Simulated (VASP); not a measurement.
# Ni (P4/nmm) in VASP: single point with PBE

Aim: the single point of Ni with PBE.

Everything below comes from runs of VASP 6.6.1. Logs are shortened: lines on timing, memory, paths and dates and some standing lists are left out, and cuts for length are marked.

## 1. The cell of the first run

Symmetry: P4/nmm, No. 129, tetragonal system. The conventional cell has a = 2.488 Å, b = 2.488 Å, c = 3.519 Å, α = 90.00°, β = 90.00°, γ = 90.00°. Within 3.1 Å of Ni (site symmetry 4mm) lie 12 Ni at 2.38 to 2.60 Å.

## 2. Single point, PBE, collinear spin, ferromagnetic start (atoms displaced along a vibrational mode)

Contents of INCAR:

```
ALGO     = Normal         # electronic algorithm
EDIFF    = 1E-7           # SCF threshold, eV
ENCUT    = 520            # plane-wave cutoff, eV
GGA      = PE             # functional
ISIF     = 2              # what is computed and relaxed
ISMEAR   = 0              # smearing method
ISPIN    = 2              # spin polarisation
LASPH    = T              # aspherical terms in the spheres
LCHARG   = F              # write CHGCAR
LMAXMIX  = 4              # l up to which the mixer works
LORBIT   = 11             # projections on sites
LREAL    = F              # projectors in reciprocal space
LWAVE    = F              # write WAVECAR
MAGMOM   = 0.75 0.75      # initial moments
NBANDS   = 21             # bands
NELM     = 150            # most SCF steps
PREC     = Accurate       # precision mode
SIGMA    = 0.15           # smearing width, eV
```

Contents of KPOINTS:

```
k-points
0
Gamma
  24 24 18
```

Contents of POSCAR:

```
Ni
1.0
    0.0000000000     -1.7592606502     -1.7592606502
    0.0000000000      1.7592606502     -1.7592606502
    3.5185213004      0.0000000000      0.0000000000
Ni
2
Direct
    0.5000000000      0.5000000000      0.5213157726
    0.0000000000      0.0000000000     -0.0213157726
```

Potentials or basis: VASP PAW PBE potentials, release 64 (Ni).

Launch:

```bash
$ cat potpaw_PBE.64/Ni/POTCAR > POTCAR
$ mpirun -np 1 vasp_std > vasp.out
```

OUTCAR:

```text
EDIFF = 1E-7
   ENCUT = 520
   GGA = PE
   ISIF = 2
   ISMEAR = 0
   ISPIN = 2
   LASPH = T
   LORBIT = 11
   LREAL = F
   NELM = 150
   PREC = Accurate

 ion  position               nearest neighbor table
   1  0.500  0.500  0.521-   2 2.38   2 2.38   2 2.38   2 2.38   2 2.60   2 2.60   2 2.60   2 2.60

   2  0.000  0.000  0.979-   1 2.38   1 2.38   1 2.38   1 2.38   1 2.60   1 2.60   1 2.60   1 2.60

  LATTYP: Found a simple tetragonal cell.
 ALAT       =     2.4879702713
 C/A-ratio  =     1.4142135624

  Lattice vectors:

 A1 = (   0.0000000000,  -1.7592606502,  -1.7592606502)
 A2 = (   0.0000000000,   1.7592606502,  -1.7592606502)
 A3 = (   3.5185213004,   0.0000000000,   0.0000000000)

Analysis of symmetry for initial positions (statically):
=====================================================================
 Subroutine PRICEL returns:
 Original cell was already a primitive cell.

 Routine SETGRP: Setting up the symmetry group for a
 simple tetragonal supercell.

 Subroutine GETGRP returns: Found 16 space group operations
 (whereof  8 operations were pure point group operations)
 out of a pool of 16 trial point group operations.

The static configuration has the point symmetry C_4v.
 The point group associated with its full space group is D_4h.

Analysis of symmetry for dynamics (positions and initial velocities):
=====================================================================
 Subroutine PRICEL returns:
 Original cell was already a primitive cell.

 Routine SETGRP: Setting up the symmetry group for a
 simple tetragonal supercell.

 Subroutine GETGRP returns: Found 16 space group operations
 (whereof  8 operations were pure point group operations)
 out of a pool of 16 trial point group operations.

The dynamic configuration has the point symmetry C_4v.
 The point group associated with its full space group is D_4h.

Analysis of structural, dynamic, and magnetic symmetry:
=====================================================================
 Subroutine PRICEL returns:
 Original cell was already a primitive cell.

 Routine SETGRP: Setting up the symmetry group for a
 simple tetragonal supercell.

 Subroutine GETGRP returns: Found 16 space group operations
 (whereof  8 operations were pure point group operations)
 out of a pool of 16 trial point group operations.

The overall configuration has the point symmetry C_4v.
 The point group associated with its full space group is D_4h.

 Subroutine INISYM returns: Found 16 space group operations
 (whereof  8 operations are pure point group operations),
 and found     1 'primitive' translations

----------------------------------------------------------------------------------------

                                     Primitive cell

  volume of cell :      21.7796

  direct lattice vectors                    reciprocal lattice vectors
     0.000000000 -1.759260650 -1.759260650     0.000000000 -0.284210302 -0.284210302
     0.000000000  1.759260650 -1.759260650     0.000000000  0.284210302 -0.284210302
     3.518521300  0.000000000  0.000000000     0.284210302  0.000000000  0.000000000

  length of vectors
     2.487970271  2.487970271  3.518521300     0.401934063  0.401934063  0.284210302

  position of ions in fractional coordinates (direct lattice)
     0.500000000  0.500000000  0.521315773
     0.000000000  0.000000000  0.978684227

  ion indices of the primitive-cell ions
   primitive index   ion index
                 1           1
                 2           2

----------------------------------------------------------------------------------------

 KPOINTS: k-points

Automatic generation of k-mesh.
 Grid dimensions read from file:
 generate k-points for:   24   24   18

 Generating k-lattice:

  Cartesian coordinates                     Fractional coordinates (reciprocal lattice)
     0.000000000 -0.011842096 -0.011842096     0.041666667  0.000000000  0.000000000
     0.000000000  0.011842096 -0.011842096     0.000000000  0.041666667  0.000000000
     0.015789461  0.000000000  0.000000000     0.000000000  0.000000000  0.055555556

  Length of vectors
     0.016747253  0.016747253  0.015789461

  Shift w.r.t. Gamma in fractional coordinates (k-lattice)
     0.000000000  0.000000000  0.000000000

 Subroutine IBZKPT returns following result:
 ===========================================

 Found    910 irreducible k-points:

 Following reciprocal coordinates:
            Coordinates               Weight
  0.000000  0.000000  0.000000      1.000000
  0.041667  0.000000  0.000000      4.000000
  0.083333  0.000000  0.000000      4.000000
  0.125000  0.000000  0.000000      4.000000
  0.166667  0.000000  0.000000      4.000000
  0.208333  0.000000  0.000000      4.000000
[... 16 lines left out ...]
  0.416667  0.041667  0.000000      8.000000
  0.458333  0.041667  0.000000      8.000000
 [... further k-points ...]
   k-points           NKPTS =    910   k-points in BZ     NKDIM =    910   number of bands    NBANDS=     21
   number of dos      NEDOS =    301   number of ions     NIONS =      2
   total plane-waves  NPLWV =  11200
   dimension x,y,z NGX =    20 NGY =   20 NGZ =   28
   dimension x,y,z NGXF=    40 NGYF=   40 NGZF=   56
   ions per type =               2
   NGX,Y,Z   is equivalent  to a cutoff of  13.36, 13.36, 13.23 a.u.
   NGXF,Y,Z  is equivalent  to a cutoff of  26.73, 26.73, 26.46 a.u.
 SYSTEM =  unknown system
   PREC   = accura    normal or accurate (medium, high low for compatibility)
   ISTART =      0    job   : 0-new  1-cont  2-samecut
   ICHARG =      2    charge: 1-file 2-atom 10-const
   ISPIN  =      2    spin polarized calculation?
   LNONCOLLINEAR =      F non collinear calculations
   LSORBIT =      F    spin-orbit coupling
   LASPH  =      T    aspherical Exc in radial PAW
   ENCUT  =  520.0 eV  38.22 Ry    6.18 a.u.   4.63  4.63  6.54*2*pi/ulx,y,z
   NELM   =    150;   NELMIN=  2; NELMDL= -5     # of ELM steps
   EDIFF  = 0.1E-06   stopping-criterion for ELM
   LREAL  =      F    real-space projection
   EDIFFG = 0.1E-05   stopping-criterion for IOM
   NSW    =      0    number of steps for IOM
   IBRION =     -1    ionic relax: 0-MD 1-quasi-New 2-CG
   NFREE  =      0    steps in history (QN), initial steepest desc. (CG)
   ISIF   =      2    stress and relaxation
   ISYM   =      2    0-nonsym 1-usesym 2-fastsym
   POTIM  = 0.5000    time-step for ionic-motion
   TEBEG  =    0.0;   TEEND  =   0.0 temperature during run
   PSTRESS=    0.0 pullay stress
   NELECT =      20.0000    total number of electrons
   NUPDOWN=      -1.0000    fix difference up-down
   EMIN   =  10.00;   EMAX   =-10.00  energy-range for DOS
   EFERMI =   0.00;   METHOD = LEGACY
   ISMEAR =     0;   SIGMA  =   0.15  broadening in eV -4-tet -1-fermi 0-gaus
   EFERMI_NEDOS =   21; number of points for ismear=-14 and -15
   IALGO  =     38    algorithm
   IMIX   =      4    mixing-type and parameters
     AMIX     =   0.40;   BMIX     =  1.00
     AMIX_MAG =   1.60;   BMIX_MAG =  1.00
  volume/ion in A,a.u.               =      10.89        73.49
  Fermi-wavevector in a.u.,A,eV,Ry     =   1.591236  3.007000 34.450395  2.532033
  Thomas-Fermi vector in A             =   2.689808
   LORBIT       =     11    0 simple, 1 ext, 2 COOP (PROOUT), +10 PAW based schemes
   GGA     = PE    functional components
   LHFCALC =     F    Hartree Fock is set to
   AEXX    =    0.0000 exact exchange contribution
   IVDW    =     0    specifies the selected vdW correction
   LEPSILON=     F    determine dielectric tensor
   LRPA    =     F    only Hartree local field effects (RPA)
 spin polarized calculation
 Gauss-broadening in eV      SIGMA  =   0.15
  energy-cutoff  :      520.00
  volume of cell :       21.78
 maximum number of plane-waves:       606
 NGX is ok and might be reduce to    20
   NGX =  9   NGY =  9   NGZ = 13

 number of electron      19.9999986 magnetization       1.2519108

 Free energy of the ion-electron system (eV)
  ---------------------------------------------------
  ext. energy  EPLUGINS =         0.00000000
  ---------------------------------------------------
  free energy    TOTEN  =       -10.86232086 eV

  energy without entropy =      -10.82147495  energy(sigma->0) =      -10.84189790

 E-fermi :   9.3782     XC(G=0): -13.2383

 val. band max:        9.3781486060   @ k =   0.1667   0.0417   0.5000
 cond. band min:       9.3785259461   @ k =   0.3750   0.1250   0.4444
 fundamental gap:      0.0003773401
 Fermi energy:         9.3782202775

 spin component 1

 k-point     1 :       0.0000    0.0000    0.0000
  band No.  band energies     occupation
      1       0.3605      1.00000
      2       4.6932      1.00000
      3       5.1103      1.00000
      4       6.9083      1.00000
      5       6.9083      1.00000
      6       6.9702      1.00000
[... 13 lines left out ...]
     20      36.9626      0.00000
     21      37.1800      0.00000

 k-point     2 :       0.0417    0.0000    0.0000
  band No.  band energies     occupation
      1       0.4060      1.00000
      2       4.7167      1.00000
      3       5.1251      1.00000
      4       6.8965      1.00000
      5       6.9168      1.00000
      6       6.9820      1.00000
[... 13 lines left out ...]
     20      36.7570      0.00000
     21      37.0273      0.00000
[... 487 lines left out ...]
      5       6.4846      1.00000
      6       7.0255      1.00000
[... 13 lines left out ...]
     20      36.1914      0.00000
     21      38.8106      0.00000

 k-point    24 :       0.4583    0.0417    0.0000
  band No.  band energies     occupation
      1       4.6880      1.00000
      2       5.3977      1.00000
      3       6.1442      1.00000
      4       6.2238      1.00000
      5       6.5936      1.00000
      6       6.8841      1.00000
[... 13 lines left out ...]
     20      35.2600      0.00000
     21      39.6644      0.00000

 [... further k-points ...]

 spin component 2

 k-point     1 :       0.0000    0.0000    0.0000
  band No.  band energies     occupation
      1       0.3275      1.00000
      2       5.0365      1.00000
      3       5.7081      1.00000
      4       7.6593      1.00000
      5       7.6593      1.00000
      6       7.7062      1.00000
[... 13 lines left out ...]
     20      36.9527      0.00000
     21      37.1683      0.00000

 k-point     2 :       0.0417    0.0000    0.0000
  band No.  band energies     occupation
      1       0.3730      1.00000
      2       5.0610      1.00000
      3       5.7227      1.00000
      4       7.6461      1.00000
      5       7.6681      1.00000
      6       7.7183      1.00000
[... 13 lines left out ...]
     20      36.7664      0.00000
     21      37.0176      0.00000
[... 487 lines left out ...]
      5       7.1134      1.00000
      6       7.6335      1.00000
[... 13 lines left out ...]
     20      36.2223      0.00000
     21      38.7581      0.00000

 k-point    24 :       0.4583    0.0417    0.0000
  band No.  band energies     occupation
      1       4.8079      1.00000
      2       5.7050      1.00000
      3       6.6589      1.00000
      4       6.8028      1.00000
      5       7.1910      1.00000
      6       7.4779      1.00000
[... 13 lines left out ...]
     20      35.2840      0.00000
     21      39.6147      0.00000

 [... further k-points ...]

------------------------ aborting loop because EDIFF is reached ----------------------------------------

  FORCE on cell =-STRESS in cart. coord.  units (eV):
  Direction    XX          YY          ZZ          XY          YZ          ZX
  --------------------------------------------------------------------------------------
  -------------------------------------------------------------------------------------
  Total        0.3649569      0.4064166      0.4064166      0.0000000      0.0000000      0.0000000
  in kB       26.8473633     29.8972680     29.8972680      0.0000000      0.0000000      0.0000000
  external PRESSURE =      28.8806331 kB  Pullay stress =       0.0000000 kB

 VOLUME and BASIS-vectors are now :
 -----------------------------------------------------------------------------
  energy-cutoff  :      520.00
  volume of cell :       21.78
      direct lattice vectors                 reciprocal lattice vectors
     0.000000000 -1.759260650 -1.759260650     0.000000000 -0.284210302 -0.284210302
     0.000000000  1.759260650 -1.759260650     0.000000000  0.284210302 -0.284210302
     3.518521300  0.000000000  0.000000000     0.284210302  0.000000000  0.000000000

 POSITION                                       TOTAL-FORCE (eV/Angst)
 -----------------------------------------------------------------------------------
      1.83426      0.00000     -1.75926        -1.317743      0.000000      0.000000
      3.44352      0.00000      0.00000         1.317743      0.000000      0.000000
 -----------------------------------------------------------------------------------
    total drift:                                0.000000      0.000000      0.000000

  FREE ENERGIE OF THE ION-ELECTRON SYSTEM (eV)
  ---------------------------------------------------
  free  energy   TOTEN  =       -10.8623208551 eV

  energy  without entropy=      -10.8214749514  energy(sigma->0) =      -10.84189790

 total charge

# of ion       s       p       d       tot
------------------------------------------
    1        0.503   0.504   8.322   9.329
    2        0.503   0.504   8.322   9.329
--------------------------------------------------
tot          1.006   1.008  16.644  18.658

 magnetization (x)

# of ion       s       p       d       tot
------------------------------------------
    1       -0.006  -0.025   0.668   0.637
    2       -0.006  -0.025   0.668   0.637
--------------------------------------------------
tot         -0.013  -0.049   1.335   1.273
```

Run time: 9.6 min. Hardware: 1 thread of Oxide Virtual Turin-like, shared host; peak memory 0.57 GiB.

Results:

| Item | Value |
| --- | --- |
| Free energy | -10.8623 eV |
| Pressure | 2.9 GPa |
| Largest force | 1.318 eV/Å |
| Net moment | 1.25 μB per cell |
| Site moments | Ni +0.64 μB |
| Valence electrons inside the program's atomic spheres | Ni 9.33 |

Forces in eV/Å, atoms in the order of the input:
```
Ni  -1.318  0.000  0.000
Ni   1.318  0.000  0.000
```

Caveat: the cell differs from its parent crystal (atoms displaced along a vibrational mode); forces of over 1 eV/Å act on the atoms, so gaps and moduli don't describe the material at rest.
